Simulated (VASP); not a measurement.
**Si2W: single point with PBE**

Si2W:

```xyz
3
Lattice="-1.5607 1.5607 3.8306 1.5607 -1.5607 3.8306 1.5607 1.5607 -3.8306" Properties=species:S:1:pos:R:3 pbc="T T T"
Si    0.0000    0.0000    2.5526
Si    0.0000    0.0000    5.1086
W     0.0000    0.0000    0.0000
```

* Program: VASP 6.6.1
* Task: single point
* Functional: PBE
* Potentials or basis: VASP PAW PBE potentials, release 64 (Si, W_sv)
* Cutoff: 520 eV
* k mesh: 18 × 18 × 18
* Occupations: gaussian, width 0.1 eV
* Spin: no spin polarisation
* Dipole correction: no
* Further INCAR settings: ALGO = Normal; EDIFF = 1e-07; NBANDS = 18

The pressure is 25.4 GPa, the largest force is 0.014 eV/Å and the band gap on the k mesh is zero (bands 11 and 12 overlap by 1.51 eV).

Forces on the atoms (eV/Å):
```
Si   0.000  0.000 -0.014
Si   0.000  0.000  0.014
W    0.000  0.000  0.000
```

Stress tensor (GPa, compression positive):
```
25.45  0.00  0.00
 0.00 25.45  0.00
 0.00  0.00 25.24
```

Levels at points of the mesh, in eV from the Fermi level:
```tsv
k point	band 8	band 9	band 10	band 11	band 12	band 13	band 14	band 15
(0.00, 0.00, 0.00)	-3.72	-3.08	-3.08	0.75	2.56	3.26	3.43	3.43
(0.50, 0.00, 0.00)	-5.11	-3.10	-2.97	-0.53	2.90	3.12	4.10	5.02
(0.50, 0.50, 0.00)	-5.52	-5.38	-3.64	-1.71	2.99	3.41	3.58	4.07
(0.50, 0.50, 0.50)	-2.88	-0.84	-0.84	-0.56	-0.56	0.96	4.68	5.88
```

It took 4.8 min on 1 thread of AMD EPYC 9R45 96-Core Processor (Zen 5) (shared host), peak memory 0.41 GiB.

Caveat: the cell stands under pressure; spin-orbit coupling is left out, which moves the levels of the heavy elements.
